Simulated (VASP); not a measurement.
# BiMo (wurtzite type) (P6_3mc) in VASP: notebook

The runs below take BiMo (wurtzite type) through relaxation of cell and atoms, single point, with PBEsol.

Program: VASP 6.6.1. These are calculated values, not measurements. Logs are shortened: lines on timing, memory, paths and dates and some standing lists are left out, and cuts for length are marked.

## (1) The cell of the first run

It takes space group P6_3mc (No. 186, hexagonal). The conventional cell has a = 3.199 Å, b = 3.199 Å, c = 5.215 Å, α = 90.00°, β = 90.00°, γ = 120.00°. Mo (site symmetry 3m) has 4 Bi at 1.96 Å within 2.6 Å. Bi (site symmetry 3m) has 4 Mo at 1.96 Å within 2.6 Å.

## (2) Relaxation of cell and atoms, PBEsol, target pressure 400 GPa, at which the enthalpy is minimised

INCAR reads:

```
SYSTEM = BiMo
ALGO     = Normal         ! electronic algorithm
EDIFF    = 1E-6           ! SCF threshold, eV
EDIFFG   = -0.005         ! ionic threshold
ENCUT    = 600            ! plane-wave cutoff, eV
GGA      = PS             ! functional
IBRION   = 2              ! ionic algorithm
ISIF     = 3              ! what is computed and relaxed
ISMEAR   = -1             ! smearing method
LASPH    = .TRUE.         ! aspherical terms in the spheres
LCHARG   = .FALSE.        ! write CHGCAR
LREAL    = .FALSE.        ! projectors in reciprocal space
LWAVE    = .FALSE.        ! write WAVECAR
NELM     = 60             ! most SCF steps
NSW      = 60             ! ionic steps
PREC     = Accurate       ! precision mode
PSTRESS  = 4000.0       
SIGMA    = 0.1            ! smearing width, eV
```

KPOINTS reads:

```
k-points
0
G
  10 10 6
  0 0 0
```

POSCAR reads:

```
BiMo
1.0
    3.1992446144      0.0000000000      0.0000000000
   -1.5996223072      2.7706271090      0.0000000000
    0.0000000000      0.0000000000      5.2147687214
Mo Bi
2 2
Direct
    0.3333333333      0.6666666667      0.0000000000
    0.6666666667      0.3333333333      0.5000000000
    0.3333333333      0.6666666667      0.3760000000
    0.6666666667      0.3333333333      0.8760000000
```

Potentials or basis: VASP PAW PBE potentials, release 64 (Mo_sv, Bi_d).

On the command line:

```bash
cat potpaw_PBE.64/Mo_sv/POTCAR potpaw_PBE.64/Bi_d/POTCAR > POTCAR
mpirun -np 1 vasp_std > vasp.out
```

OUTCAR:

```text
SYSTEM = BiMo
   EDIFF = 1E-6
   EDIFFG = -0.005
   ENCUT = 600
   GGA = PS
   IBRION = 2
   ISIF = 3
   ISMEAR = -1
   LASPH = .TRUE.
   LREAL = .FALSE.
   NELM = 60
   NSW = 60
   PREC = Accurate
   PSTRESS = 4000.0

 ion  position               nearest neighbor table
   1  0.333  0.667  0.000-   4 1.96   4 1.96   4 1.96   3 1.96   2 3.20   2 3.20   2 3.20   2 3.20
                             2 3.20   2 3.20   3 3.25
   2  0.667  0.333  0.500-   3 1.96   3 1.96   3 1.96   4 1.96   1 3.20   1 3.20   1 3.20   1 3.20
                             1 3.20   1 3.20   4 3.25
   3  0.333  0.667  0.376-   2 1.96   2 1.96   2 1.96   1 1.96   4 3.20   4 3.20   4 3.20   4 3.20
                             4 3.20   4 3.20   1 3.25
   4  0.667  0.333  0.876-   1 1.96   1 1.96   1 1.96   2 1.96   3 3.20   3 3.20   3 3.20   3 3.20
                             3 3.20   3 3.20   2 3.25

  LATTYP: Found a hexagonal cell.
 ALAT       =     3.1992446144
 C/A-ratio  =     1.6300000000

  Lattice vectors:

 A1 = (   3.1992446144,   0.0000000000,   0.0000000000)
 A2 = (  -1.5996223072,   2.7706271090,   0.0000000000)
 A3 = (   0.0000000000,   0.0000000000,   5.2147687214)

Analysis of symmetry for initial positions (statically):
=====================================================================
 Subroutine PRICEL returns:
 Original cell was already a primitive cell.

 Routine SETGRP: Setting up the symmetry group for a
 hexagonal supercell.

 Subroutine GETGRP returns: Found 12 space group operations
 (whereof  6 operations were pure point group operations)
 out of a pool of 24 trial point group operations.

The static configuration has the point symmetry C_3v.
 The point group associated with its full space group is C_6v.

Analysis of symmetry for dynamics (positions and initial velocities):
=====================================================================
 Subroutine PRICEL returns:
 Original cell was already a primitive cell.

 Routine SETGRP: Setting up the symmetry group for a
 hexagonal supercell.

 Subroutine GETGRP returns: Found 12 space group operations
 (whereof  6 operations were pure point group operations)
 out of a pool of 24 trial point group operations.

The dynamic configuration has the point symmetry C_3v.
 The point group associated with its full space group is C_6v.

 Subroutine INISYM returns: Found 12 space group operations
 (whereof  6 operations are pure point group operations),
 and found     1 'primitive' translations

----------------------------------------------------------------------------------------

                                     Primitive cell

  volume of cell :      46.2233

  direct lattice vectors                    reciprocal lattice vectors
     3.199244614  0.000000000  0.000000000     0.312573786  0.180464559  0.000000000
    -1.599622307  2.770627109  0.000000000     0.000000000  0.360929118  0.000000000
     0.000000000  0.000000000  5.214768721     0.000000000  0.000000000  0.191763059

  length of vectors
     3.199244614  3.199244614  5.214768721     0.360929118  0.360929118  0.191763059

  position of ions in fractional coordinates (direct lattice)
     0.333333333  0.666666667  0.000000000
     0.666666667  0.333333333  0.500000000
     0.333333333  0.666666667  0.376000000
     0.666666667  0.333333333  0.876000000

  ion indices of the primitive-cell ions
   primitive index   ion index
                 1           1
                 2           2
                 3           3
                 4           4

----------------------------------------------------------------------------------------

 KPOINTS: k-points

Automatic generation of k-mesh.
 Grid dimensions read from file:
 generate k-points for:   10   10    6

 Generating k-lattice:

  Cartesian coordinates                     Fractional coordinates (reciprocal lattice)
     0.031257379  0.018046456  0.000000000     0.100000000  0.000000000  0.000000000
     0.000000000  0.036092912  0.000000000     0.000000000  0.100000000  0.000000000
     0.000000000  0.000000000  0.031960510     0.000000000  0.000000000  0.166666667

  Length of vectors
     0.036092912  0.036092912  0.031960510

  Shift w.r.t. Gamma in fractional coordinates (k-lattice)
     0.000000000  0.000000000  0.000000000

 Subroutine IBZKPT returns following result:
 ===========================================

 Found     56 irreducible k-points:

 Following reciprocal coordinates:
            Coordinates               Weight
  0.000000  0.000000  0.000000      1.000000
  0.100000  0.000000  0.000000      6.000000
  0.200000  0.000000  0.000000      6.000000
  0.300000  0.000000  0.000000      6.000000
  0.400000  0.000000  0.000000      6.000000
  0.500000  0.000000  0.000000      3.000000
[... 16 lines left out ...]
  0.300000  0.100000  0.166667     24.000000
  0.400000  0.100000  0.166667     24.000000
 [... further k-points ...]
   k-points           NKPTS =     56   k-points in BZ     NKDIM =     56   number of bands    NBANDS=     34
   number of dos      NEDOS =    301   number of ions     NIONS =      4
   total plane-waves  NPLWV =  32928
   dimension x,y,z NGX =    28 NGY =   28 NGZ =   42
   dimension x,y,z NGXF=    56 NGYF=   56 NGZF=   84
   ions per type =               2   2
   NGX,Y,Z   is equivalent  to a cutoff of  14.55, 14.55, 13.39 a.u.
   NGXF,Y,Z  is equivalent  to a cutoff of  29.10, 29.10, 26.78 a.u.
 SYSTEM =  BiMo
   PREC   = accura    normal or accurate (medium, high low for compatibility)
   ISTART =      0    job   : 0-new  1-cont  2-samecut
   ICHARG =      2    charge: 1-file 2-atom 10-const
   ISPIN  =      1    spin polarized calculation?
   LNONCOLLINEAR =      F non collinear calculations
   LSORBIT =      F    spin-orbit coupling
   LASPH  =      T    aspherical Exc in radial PAW
   ENCUT  =  600.0 eV  44.10 Ry    6.64 a.u.   6.39  6.39 10.42*2*pi/ulx,y,z
   NELM   =     60;   NELMIN=  2; NELMDL= -5     # of ELM steps
   EDIFF  = 0.1E-05   stopping-criterion for ELM
   LREAL  =      F    real-space projection
   EDIFFG = -.5E-02   stopping-criterion for IOM
   NSW    =     60    number of steps for IOM
   IBRION =      2    ionic relax: 0-MD 1-quasi-New 2-CG
   NFREE  =      1    steps in history (QN), initial steepest desc. (CG)
   ISIF   =      3    stress and relaxation
   ISYM   =      2    0-nonsym 1-usesym 2-fastsym
   POTIM  = 0.5000    time-step for ionic-motion
   TEBEG  =    0.0;   TEEND  =   0.0 temperature during run
   PSTRESS= 4000.0 pullay stress
   NELECT =      58.0000    total number of electrons
   NUPDOWN=      -1.0000    fix difference up-down
   EMIN   =  10.00;   EMAX   =-10.00  energy-range for DOS
   EFERMI =   0.00;   METHOD = LEGACY
   ISMEAR =    -1;   SIGMA  =   0.10  broadening in eV -4-tet -1-fermi 0-gaus
   EFERMI_NEDOS =   21; number of points for ismear=-14 and -15
   IALGO  =     38    algorithm
   IMIX   =      4    mixing-type and parameters
     AMIX     =   0.40;   BMIX     =  1.00
     AMIX_MAG =   1.60;   BMIX_MAG =  1.00
  volume/ion in A,a.u.               =      11.56        77.98
  Fermi-wavevector in a.u.,A,eV,Ry     =   1.765756  3.336795 42.421516  3.117893
  Thomas-Fermi vector in A             =   2.833474
   LORBIT       =      0    0 simple, 1 ext, 2 COOP (PROOUT), +10 PAW based schemes
   GGA     = PS    functional components
   LHFCALC =     F    Hartree Fock is set to
   AEXX    =    0.0000 exact exchange contribution
   IVDW    =     0    specifies the selected vdW correction
   LEPSILON=     F    determine dielectric tensor
   LRPA    =     F    only Hartree local field effects (RPA)
 conjugate gradient relaxation of ions
 non-spin polarized calculation
  energy-cutoff  :      600.00
  volume of cell :       46.22
 maximum number of plane-waves:      1578
 NGX is ok and might be reduce to    28
   NGX = 13   NGY = 13   NGZ = 21

--------------------------------------- Ionic step        1  -------------------------------------------

 number of electron      58.0000004 magnetization

 Free energy of the ion-electron system (eV)
  ---------------------------------------------------
  ext. energy  EPLUGINS =         0.00000000
  ---------------------------------------------------
  free energy    TOTEN  =        31.84452548 eV

  energy without entropy =       31.98750002  energy(sigma->0) =       31.91601275

------------------------ aborting loop because EDIFF is reached ----------------------------------------

  FORCE on cell =-STRESS in cart. coord.  units (eV):
  Direction    XX          YY          ZZ          XY          YZ          ZX
  --------------------------------------------------------------------------------------
  -------------------------------------------------------------------------------------
  Total      162.1494514    162.1494515    162.6580081      0.0000000      0.0000000     -0.0000000
  in kB     5620.3775129   5620.3775130   5638.0049555      0.0000000      0.0000000     -0.0000000
  external PRESSURE =    1626.2533271 kB  Pullay stress =    4000.0000000 kB
[... 27 lines left out ...]
--------------------------------------- Ionic step        2  -------------------------------------------

 number of electron      57.9999965 magnetization

 E-fermi :   2.6776     XC(G=0):  -8.2431

 val. band max:        2.6746023244   @ k =   0.5000   0.0000   0.3333
 cond. band min:       2.6809619566   @ k =   0.2000   0.2000   0.3333
 fundamental gap:      0.0063596322
 Fermi energy:         2.6776331260

 k-point     1 :       0.0000    0.0000    0.0000
  band No.  band energies     occupation
      1     -58.1504      2.00000
      2     -58.1502      2.00000
      3     -32.2587      2.00000
      4     -32.2560      2.00000
      5     -32.2460      2.00000
      6     -32.2460      2.00000
[... 954 lines left out ...]
  energy  without entropy=       -0.8728886641  energy(sigma->0) =       -0.95657822

  enthalpy is  TOTEN    =       149.7761830940 eV   P V=      150.8164508646

[... ionic steps 4 to 54 ...]

--------------------------------------- Ionic step       55  -------------------------------------------

 number of electron      58.0000011 magnetization

------------------------ aborting loop because EDIFF is reached ----------------------------------------
[... 75 lines left out ...]
--------------------------------------- Ionic step       57  -------------------------------------------

 number of electron      58.0000011 magnetization

 Free energy of the ion-electron system (eV)
  ---------------------------------------------------
  ext. energy  EPLUGINS =         0.00000000
  ---------------------------------------------------
  free energy    TOTEN  =         0.56533826 eV

  energy without entropy =        0.64149371  energy(sigma->0) =        0.60341598

 E-fermi :  23.9841     XC(G=0): -16.0116

 val. band max:       23.9611567900   @ k =   0.3000   0.3000   0.3333
 cond. band min:      23.9853443545   @ k =   0.1000   0.1000   0.1667
 fundamental gap:      0.0241875645
 Fermi energy:        23.9840943557

 k-point     1 :       0.0000    0.0000    0.0000
  band No.  band energies     occupation
      1     -37.0006      2.00000
      2     -36.9797      2.00000
      3     -12.5983      2.00000
      4     -12.1978      2.00000
      5      -9.3345      2.00000
      6      -9.3345      2.00000
[... 914 lines left out ...]
  energy  without entropy=        0.6414937082  energy(sigma->0) =        0.60341598

  enthalpy is  TOTEN    =       109.9345444586 eV   P V=      109.3692062018

 reached required accuracy - stopping structural energy minimisation
```

It took 83 min on 1 thread of Intel Xeon 8259CL, shared host; peak memory 0.27 GiB.

What came out:

```yaml
Free_energy: 0.5653 eV
Relaxed_volume: 10.95 Å³/atom
Relaxed_cell: a = 2.473 Å, b = 2.473 Å, c = 8.273 Å, α = 90.00°, β = 90.00°, γ = 120.00°
Space_group_after_relaxing_to_0.1_Å: P6_3mc (No. 186)
Energy_change_on_relaxing_the_run_minimises_the_enthalpy: -7819.8 meV/atom
Ionic_steps: 57
Pressure_after_relaxing: 400.0 GPa
Band_gap_on_the_k_mesh: zero (bands 29 and 30 overlap by 3.41 eV)
```

Step by step:
| step | energy change (eV) | largest force (eV/Å) | pressure (GPa) | volume (Å³) |
| --- | --- | --- | --- | --- |
| 1 | 0.0000 | 0.1683 | 562.63 | 46.22 |
| 3 | -32.8848 | 0.2841 | 233.29 | 60.41 |
| 5 | -15.8958 | 0.3068 | 399.47 | 51.58 |
| 7 | -15.4791 | 6.1932 | 401.58 | 51.54 |
| 9 | -17.7173 | 0.7239 | 381.29 | 52.31 |
| 11 | -16.4446 | 0.5089 | 394.01 | 51.79 |
| 13 | -18.0385 | 0.9388 | 378.56 | 52.38 |
| 15 | -25.0976 | 1.2405 | 317.58 | 54.58 |
| 17 | -35.2856 | 17.8497 | 230.80 | 58.00 |
| 19 | -34.2750 | 15.0121 | 240.99 | 57.55 |
| 21 | -34.2905 | 15.0306 | 240.86 | 57.55 |
| 23 | -34.3524 | 15.1099 | 240.32 | 57.58 |
| 25 | -34.5970 | 15.4319 | 238.13 | 57.67 |
| 27 | -34.7120 | 15.5855 | 237.05 | 57.72 |
| 29 | -34.7197 | 15.5856 | 237.04 | 57.72 |
| 31 | -34.7542 | 15.5749 | 236.88 | 57.71 |
| 33 | -34.8916 | 15.5331 | 236.21 | 57.70 |
| 35 | -35.4352 | 15.3923 | 233.63 | 57.63 |
| 37 | -37.4902 | 15.1143 | 223.80 | 57.30 |
| 39 | -42.6748 | 17.5963 | 203.45 | 55.21 |
| 41 | -39.6616 | 22.7470 | 241.16 | 51.74 |
| 43 | -33.4696 | 7.4502 | 362.77 | 45.01 |
| 45 | -29.4794 | 2.5522 | 420.83 | 43.15 |
| 47 | -31.5422 | 0.1812 | 394.91 | 43.92 |
| 49 | -31.1350 | 0.0806 | 401.77 | 43.75 |
| 51 | -31.2564 | 0.0241 | 400.27 | 43.80 |
| 53 | -31.2835 | 0.0103 | 399.95 | 43.81 |
| 55 | -31.2754 | 0.0076 | 399.97 | 43.81 |
| 57 | -31.2792 | 0.0011 | 399.97 | 43.81 |

Final structure:
```
Mo Bi
1.0
     2.47279    0.00000    0.00000
    -1.23640    2.14150    0.00000
     0.00000    0.00000    8.27255
Mo Bi
2 2
Cartesian
  0.0000 1.4277 0.4516
  1.2364 0.7138 4.5879
  0.0000 1.4277 2.6588
  1.2364 0.7138 6.7951
```

Caveat: the cell is relaxed towards a set pressure, so the run minimises the enthalpy, not the energy; a cell axis changed by over 15 % at a fixed basis, so the end point is rough; the PAW data sets were made with another functional, which shifts forces and pressure a little; spin-orbit coupling is left out, which moves the levels of the heavy elements.

## (3) Single point, PBEsol

This run uses another cell than the first one, of 10.93 Å³/atom.

INCAR reads:

```
ALGO = Normal
EDIFF = 1E-6
ENCUT = 520
GGA = PS
ISIF = 2
ISMEAR = -1
LASPH = T
LCHARG = F
LREAL = F
LWAVE = F
NBANDS = 37
NELM = 80
PREC = Accurate
SIGMA = 0.1
```

KPOINTS reads:

```
k-points
0
Gamma
  10 10 6
```

POSCAR reads:

```
BiMo
1.0
    2.4712407138      0.0000000000      0.0000000000
   -1.2356203569      2.1401572370      0.0000000000
    0.0000000000      0.0000000000      8.2700647145
Mo Bi
2 2
Direct
    0.3333333333      0.6666666667      0.0545955848
    0.6666666667      0.3333333333      0.5545955848
    0.3333333333      0.6666666667      0.3214044152
    0.6666666667      0.3333333333      0.8214044152
```

Potentials or basis: VASP PAW PBE potentials, release 64 (Mo_sv, Bi_d).

On the command line:

```bash
cat potpaw_PBE.64/Mo_sv/POTCAR potpaw_PBE.64/Bi_d/POTCAR > POTCAR
mpirun -np 1 vasp_std > vasp.out
```

Wall time 2.2 min (1 thread of Intel Xeon 8259CL, shared host); peak memory 0.21 GiB.

The run converged. Its results:

| Item | Value |
| --- | --- |
| Free energy | 0.6603 eV |
| Pressure | 402.8 GPa |
| Largest force | 0.035 eV/Å |
| Band gap on the k mesh | zero (bands 29 and 30 overlap by 3.42 eV) |

Forces on the atoms (eV/Å):
```
Mo   0.000  0.000  0.035
Mo   0.000  0.000  0.035
Bi   0.000  0.000 -0.035
Bi   0.000  0.000 -0.035
```

Stress tensor (GPa, compression positive):
```
402.14   0.00   0.00
  0.00 402.14   0.00
  0.00   0.00 403.99
```

Levels at points of the mesh, in eV from the Fermi level:
```tsv
k point	band 27	band 28	band 29	band 30	band 31	band 32
(0.00, 0.00, 0.00)	-1.60	-1.60	1.54	1.54	2.31	2.31
(0.50, 0.00, 0.00)	-1.84	-1.70	0.46	0.62	4.14	4.34
(0.00, 0.00, 0.50)	-1.61	-1.61	1.88	1.88	1.88	1.88
(0.50, 0.00, 0.50)	-0.80	-0.80	0.19	0.19	3.91	3.91
```

Caveat: the cell stands under pressure; the PAW data sets were made with another functional, which shifts forces and pressure a little; spin-orbit coupling is left out, which moves the levels of the heavy elements.

[end of part 1 of 2]
